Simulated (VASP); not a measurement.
A run of VASP 6.6.1 is set up as follows.

Contents of INCAR:

```
ALGO = Normal
EDIFF = 1E-8
ENCUT = 520
GGA = PE
ISIF = 2
ISMEAR = -1
LASPH = True
LCHARG = False
LEFG = True
LREAL = False
LWAVE = False
NBANDS = 18
NELM = 60
PREC = Accurate
SIGMA = 0.05
```

Contents of KPOINTS:

```
k-points
0
Gamma
  8 8 8
```

POSCAR

```
CsCd
1.0
    4.7318550046      0.0000000000      0.0000000000
    0.0000000000      4.7318550046      0.0000000000
    0.0000000000      0.0000000000      4.7318550046
Cs Cd
1 1
Direct
    0.0000000000      0.0000000000      0.0000000000
    0.5000000000      0.5000000000      0.5000000000
```

Potentials or basis: VASP PAW PBE potentials, release 64 (Cs_sv, Cd).

Command:

```sh
$ cat potpaw_PBE.64/Cs_sv/POTCAR potpaw_PBE.64/Cd/POTCAR > POTCAR
$ mpirun -np 1 vasp_std > vasp.out
```

(1) What does it give for the pressure?

## Answers

(1) 0.0 GPa.

Caveat: without QUAD_EFG the Cq values of the log hold for a quadrupole moment of 1 mb, not for the nuclei.
